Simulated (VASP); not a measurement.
# In3GeO2 (P6mm) in VASP: notebook, part 3 of 3

VASP 6.6.1. The steps go on from the part before.

## (6) Relaxation of cell and atoms, PBE

This run uses another cell than the first one, of 19.69 Å³/atom.

Input file INCAR:

```
PREC = Accurate ; ENCUT = 600
EDIFF = 1E-6 ; ISMEAR = 0
SIGMA = 0.1 ; LREAL = False
LASPH = True ; NELM = 80
ALGO = Normal ; ISIF = 3
LWAVE = False ; LCHARG = False
GGA = PE ; IBRION = 2
NSW = 90 ; EDIFFG = -0.04
```

Input file KPOINTS:

```
Automatic mesh
0
Gamma
  6 6 2
```

Input file POSCAR:

```
In3GeO2
1.0
    4.1510791300      0.0000000000      0.0000000000
   -2.0755395600      3.5949399800      0.0000000000
    0.0000000000      0.0000000000      7.9156899600
In Ge O
3 1 2
Direct
    0.3333333300      0.6666666700      0.6596022800
    0.6666666700      0.3333333300      0.6596022800
    0.0000000000      0.0000000000      0.9134123100
    0.0000000000      0.0000000000      0.2541930300
    0.3333333300      0.6666666700      0.9302913400
    0.6666666700      0.3333333300      0.9302913400
```

Potentials or basis: VASP PAW PBE potentials, release 64 (In_d, Ge_d, O).

Started as:

```console
$ cat potpaw_PBE.64/In_d/POTCAR potpaw_PBE.64/Ge_d/POTCAR potpaw_PBE.64/O/POTCAR > POTCAR
$ mpirun -np 1 vasp_std > vasp.out
```

OUTCAR:

```text
PREC = Accurate
   ENCUT = 600
   EDIFF = 1E-6
   ISMEAR = 0
   LREAL = False
   LASPH = True
   NELM = 80
   ISIF = 3
   GGA = PE
   IBRION = 2
   NSW = 90
   EDIFFG = -0.04

 ion  position               nearest neighbor table
   1  0.333  0.667  0.660-   5 2.14   2 2.40   2 2.40   2 2.40   3 3.13   3 3.13   3 3.13
   2  0.667  0.333  0.660-   6 2.14   1 2.40   1 2.40   1 2.40   3 3.13   3 3.13   3 3.13
   3  0.000  0.000  0.913-   5 2.40   6 2.40   5 2.40   6 2.40   6 2.40   5 2.40   4 2.70   2 3.13
                             1 3.13   1 3.13   2 3.13   1 3.13   2 3.13
   4  0.000  0.000  0.254-   3 2.70
   5  0.333  0.667  0.930-   1 2.14   3 2.40   3 2.40   3 2.40
   6  0.667  0.333  0.930-   2 2.14   3 2.40   3 2.40   3 2.40

  LATTYP: Found a hexagonal cell.
 ALAT       =     4.1510791300
 C/A-ratio  =     1.9068993175

[... 187 lines left out ...]
  Total       18.5486338     18.5486338      5.9096264      0.0000000      0.0000000      0.0000000
  in kB      251.5828764    251.5828764     80.1547341      0.0000003      0.0000000      0.0000000
  external PRESSURE =     194.4401623 kB  Pullay stress =       0.0000000 kB
[... 1294 lines left out ...]
     38       8.6424      0.00000
     39       9.7374      0.00000

[... ionic steps 4 to 44 ...]

--------------------------------------- Ionic step       45  -------------------------------------------

 number of electron      65.0000020 magnetization

------------------------ aborting loop because EDIFF is reached ----------------------------------------
[... 75 lines left out ...]
--------------------------------------- Ionic step       47  -------------------------------------------

 number of electron      65.0000021 magnetization

 Free energy of the ion-electron system (eV)
  ---------------------------------------------------
  ext. energy  EPLUGINS =         0.00000000
  ---------------------------------------------------
  free energy    TOTEN  =       -22.57262221 eV

  energy without entropy =      -22.56317868  energy(sigma->0) =      -22.56790045

 E-fermi :   5.0550     XC(G=0): -10.0198

 val. band max:        5.0343675980   @ k =   0.0000   0.0000   0.0000
 cond. band min:       5.2891497808   @ k =   0.1667   0.1667   0.0000
 fundamental gap:      0.2547821828
 Fermi energy:         5.0549710299
[... 619 lines left out ...]
  FREE ENERGIE OF THE ION-ELECTRON SYSTEM (eV)
  ---------------------------------------------------
  free  energy   TOTEN  =       -22.5726222136 eV

  energy  without entropy=      -22.5631786765  energy(sigma->0) =      -22.56790045

 reached required accuracy - stopping structural energy minimisation
```

OSZICAR:

```text
N       E                     dE             d eps       ncg     rms          rms(c)
DAV:   1     0.803870791456E+03    0.80387E+03   -0.32893E+04  1247   0.326E+03
[... 578 lines left out ...]
       N       E                     dE             d eps       ncg     rms          rms(c)
DAV:   1    -0.225732683559E+02   -0.97119E-03   -0.81486E-02  1347   0.208E+00    0.172E-01
DAV:   2    -0.225728430037E+02    0.42535E-03   -0.27902E-03  1398   0.529E-01    0.842E-02
DAV:   3    -0.225726666886E+02    0.17632E-03   -0.36112E-04  1459   0.264E-01    0.542E-02
DAV:   4    -0.225726221028E+02    0.44586E-04   -0.20287E-04  1471   0.107E-01    0.193E-02
DAV:   5    -0.225726213428E+02    0.75999E-06   -0.30151E-05  1441   0.444E-02    0.131E-02
DAV:   6    -0.225726222136E+02   -0.87080E-06   -0.39472E-06  1051   0.146E-02
  47 F= -.22572622E+02 E0= -.22567900E+02  d E =-.325281E-03
```

CONTCAR:

```text
In3GeO2
   1.00000000000000
     4.9183879435359783    0.0000000008724994    0.0000000000000000
    -2.4591939650881556    4.2594489047800206   -0.0000000000000000
     0.0000000000000000    0.0000000000000000    5.7691044261497204
  In              Ge              O
     3     1     2
Direct
     0.3333333300000021    0.6666666699999979    0.5647729123309592
     0.6666666699999979    0.3333333300000021    0.5647729123309592
     1.0000000000000000    0.0000000000000000    0.9563538572658166
     1.0000000000000000    1.0000000000000000    0.4225901594725424
     0.3333333300000021    0.6666666699999979    0.9194513692998600
     0.6666666699999979    0.3333333300000021    0.9194513692998600

  0.00000000E+00  0.00000000E+00  0.00000000E+00
  0.00000000E+00  0.00000000E+00  0.00000000E+00
  0.00000000E+00  0.00000000E+00  0.00000000E+00
  0.00000000E+00  0.00000000E+00  0.00000000E+00
  0.00000000E+00  0.00000000E+00  0.00000000E+00
  0.00000000E+00  0.00000000E+00  0.00000000E+00
```

Run time: 67 min. Hardware: 1 thread of Intel Xeon Platinum 8259CL at 2.50GHz (Skylake/Cascade Lake), shared host; peak memory 0.33 GiB.

What came out:

```
Free energy                           : -22.5726 eV
Relaxed volume                        : 20.14 Å³/atom
Relaxed cell                          : a = 4.918 Å, b = 4.918 Å, c = 5.769 Å, α = 90.00°, β = 90.00°, γ = 120.00°
Space group after relaxing (to 0.1 Å) : P6mm (No. 183)
Energy gained by relaxing             : 803.1 meV/atom
Ionic steps                           : 47
Pressure after relaxing               : -0.1 GPa
Largest force after relaxing          : 0.039 eV/Å
Band gap on the k mesh                : zero (an odd number of electrons rules out a gap without spin polarisation)
```

Forces on the atoms (eV/Å):
```
In   0.000  0.000 -0.017
In   0.000  0.000 -0.017
In   0.000  0.000  0.000
Ge   0.000  0.000 -0.039
O    0.000  0.000  0.037
O    0.000  0.000  0.037
```

The path:
| step | energy change (eV) | largest force (eV/Å) | pressure (GPa) | volume (Å³) |
| --- | --- | --- | --- | --- |
| 1 | 0.0000 | 2.0598 | 19.44 | 118.12 |
| 3 | -1.8714 | 1.1408 | -1.10 | 148.74 |
| 5 | -2.1741 | 0.9796 | 0.13 | 148.87 |
| 7 | -2.2909 | 1.1214 | 0.13 | 151.06 |
| 9 | -2.5045 | 2.9137 | -1.85 | 173.90 |
| 11 | -2.6156 | 1.6431 | -2.16 | 165.17 |
| 13 | -3.1063 | 1.2549 | -4.63 | 169.10 |
| 15 | -3.5010 | 0.3190 | -6.39 | 170.74 |
| 17 | -3.7320 | 0.7905 | -1.79 | 149.47 |
| 19 | -3.7926 | 0.6011 | -4.52 | 158.93 |
| 21 | -3.9173 | 0.7281 | -3.47 | 153.82 |
| 23 | -3.9146 | 4.4128 | 7.36 | 126.09 |
| 25 | -4.2928 | 2.0459 | 0.53 | 137.62 |
| 27 | -4.5567 | 0.8177 | 2.75 | 122.48 |
| 29 | -4.5863 | 0.9769 | 1.84 | 125.68 |
| 31 | -4.6402 | 0.2906 | -0.39 | 129.02 |
| 33 | -4.6523 | 0.2023 | -0.75 | 129.34 |
| 35 | -4.7300 | 0.3028 | -0.46 | 126.96 |
| 37 | -4.7768 | 0.4990 | 0.22 | 123.34 |
| 39 | -4.8001 | 0.4633 | -0.67 | 122.39 |
| 41 | -4.8147 | 0.1851 | 0.04 | 120.70 |
| 43 | -4.8165 | 0.0780 | 0.19 | 120.36 |
| 45 | -4.8178 | 0.0699 | -0.18 | 121.18 |
| 47 | -4.8184 | 0.0394 | -0.08 | 120.86 |

Final structure:
```
In Ge O
1.0
     4.91839    0.00000    0.00000
    -2.45919    4.25945    0.00000
     0.00000    0.00000    5.76910
In Ge O
3 1 2
Cartesian
  0.0000 2.8396 3.2582
  2.4592 1.4198 3.2582
  4.9184 0.0000 5.5173
  2.4592 4.2594 2.4380
  0.0000 2.8396 5.3044
  2.4592 1.4198 5.3044
```

Levels at points of the mesh, in eV from the Fermi level:
| k point | band 31 | band 32 | band 33 | band 34 | band 35 | band 36 |
| --- | --- | --- | --- | --- | --- | --- |
| (0.00, 0.00, 0.00) | -1.27 | -0.70 | -0.02 | -0.02 | 1.08 | 1.08 |
| (0.50, 0.00, 0.00) | -1.02 | -0.86 | -0.21 | 0.73 | 3.84 | 4.39 |
| (0.00, 0.00, 0.50) | -0.94 | -0.46 | -0.46 | 0.83 | 0.83 | 2.33 |
| (0.50, 0.00, 0.50) | -0.55 | -0.21 | -0.19 | 2.11 | 3.39 | 4.15 |

Caveat: the k points lie up to 0.54 Å⁻¹ apart in the final cell, too coarse for converged energies and pressures of a metal; a cell axis changed by over 15 % at a fixed basis, so the end point is rough; spin-orbit coupling is left out, which moves the levels of the heavy elements; an odd number of electrons without spin polarisation forces a metal; a magnetic or distorted state may lie lower.

## (7) Single point, PBE

This run uses another cell than the first one, of 19.42 Å³/atom.

Input file INCAR:

```
ALGO = Normal
EDIFF = 1E-6
ENCUT = 520
GGA = PE
ISIF = 2
ISMEAR = 0
LASPH = True
LCHARG = False
LREAL = False
LWAVE = False
NBANDS = 42
NELM = 100
PREC = Accurate
SIGMA = 0.1
```

Input file KPOINTS:

```
k-points
0
Gamma
  12 12 8
```

Input file POSCAR:

```
In3GeO2
1.0
    5.0247284923      0.0000000000      0.0000000000
   -2.5123642461      4.3515425215      0.0000000000
    0.0000000000      0.0000000000      5.3279069002
In Ge O
3 1 2
Direct
    0.3333333333      0.6666666667      0.5431559028
    0.6666666667      0.3333333333      0.5431559028
    0.0000000000      0.0000000000      0.9566062010
    0.0000000000      0.0000000000      0.4453150615
    0.3333333333      0.6666666667      0.9295797560
    0.6666666667      0.3333333333      0.9295797560
```

Started as:

```console
$ cat potpaw_PBE.64/In_d/POTCAR potpaw_PBE.64/Ge_d/POTCAR potpaw_PBE.64/O/POTCAR > POTCAR
$ mpirun -np 1 vasp_std > vasp.out
```

Run time: 9.6 min. Hardware: 1 thread of Intel Xeon Platinum 8259CL at 2.50GHz (Skylake/Cascade Lake), shared host; peak memory 0.52 GiB.

The run converged. Its results:

```
Free energy            : -22.5286 eV
Pressure               : 0.1 GPa
Largest force          : 0.093 eV/Å
Band gap on the k mesh : zero (an odd number of electrons rules out a gap without spin polarisation)
```

Forces on the atoms (eV/Å):
```
In   0.000  0.000 -0.093
In   0.000  0.000 -0.093
In   0.000  0.000  0.003
Ge   0.000  0.000 -0.003
O    0.000  0.000  0.093
O    0.000  0.000  0.093
```

Stress tensor (GPa, compression positive):
```
-0.07  0.00  0.00
 0.00 -0.07  0.00
 0.00  0.00  0.41
```

Levels at points of the mesh, in eV from the Fermi level:
| k point | band 29 | band 30 | band 31 | band 32 | band 33 | band 34 | band 35 | band 36 | band 37 | band 38 |
| --- | --- | --- | --- | --- | --- | --- | --- | --- | --- | --- |
| (0.00, 0.00, 0.00) | -1.83 | -1.83 | -0.96 | -0.86 | 0.08 | 0.08 | 1.19 | 1.19 | 1.43 | 6.28 |
| (0.50, 0.00, 0.00) | -1.80 | -1.31 | -1.14 | -0.72 | -0.16 | 0.80 | 3.98 | 4.69 | 4.78 | 5.63 |
| (0.00, 0.00, 0.50) | -1.21 | -1.21 | -0.53 | -0.53 | -0.50 | 0.74 | 0.74 | 2.54 | 3.92 | 4.54 |
| (0.50, 0.00, 0.50) | -1.06 | -0.94 | -0.51 | -0.13 | 0.16 | 2.32 | 4.44 | 4.61 | 4.80 | 5.41 |

Caveat: spin-orbit coupling is left out, which moves the levels of the heavy elements; an odd number of electrons without spin polarisation forces a metal; a magnetic or distorted state may lie lower.

## (8) Overview

| task | cell | k mesh | cutoff (eV) | gap on the mesh (eV) | pressure (GPa) | relaxed volume (Å³/atom) | largest force (eV/Å) |
| --- | --- | --- | --- | --- | --- | --- | --- |
| single point | a = 4.941, b = 4.941, c = 5.718 Å, angles 90.0, 90.0, 120.0°, 6 atoms, atomic positions A | 6 × 6 × 4 | 520 | none | -0.2 | - | 0.09 |
| single point | a = 4.151, b = 4.151, c = 7.916 Å, angles 90.0, 90.0, 120.0°, 6 atoms, atomic positions B | 6 × 6 × 2 | 520 | none | 19.5 | - | 2.06 |
| single point | a = 4.941, b = 4.941, c = 5.718 Å, angles 90.0, 90.0, 120.0°, 6 atoms, atomic positions A | 6 × 6 × 2 | 520 | none | 0.1 | - | 0.08 |
| relaxation of cell and atoms | relaxed from a = 4.941, b = 4.941, c = 5.718 Å, angles 90.0, 90.0, 120.0°, 6 atoms, atomic positions A | 6 × 6 × 4 | 600 | none | 0.2 | 19.95 | 0.02 |
| relaxation of cell and atoms | relaxed from a = 4.151, b = 4.151, c = 7.916 Å, angles 90.0, 90.0, 120.0°, 6 atoms, atomic positions B | 6 × 6 × 2 | 600 | none | -0.1 | 20.14 | 0.04 |
| single point | a = 5.025, b = 5.025, c = 5.328 Å, angles 90.0, 90.0, 120.0°, 6 atoms, atomic positions C | 12 × 12 × 8 | 520 | none | 0.1 | - | 0.09 |

Alike in all rows: level PBE; potentials or basis VASP PAW PBE potentials, release 64 (In_d, Ge_d, O); no spin polarisation; smearing gaussian 0.1 eV.

Caveats: some runs use coarse meshes; spin-orbit coupling is left out, which moves the levels of the heavy elements; an odd number of electrons without spin polarisation forces a metal; a magnetic or distorted state may lie lower; a cell axis changed by over 15 % at a fixed basis, so the end point is rough (at least some runs).

Absolute energies hang on the potentials; compare differences alone.
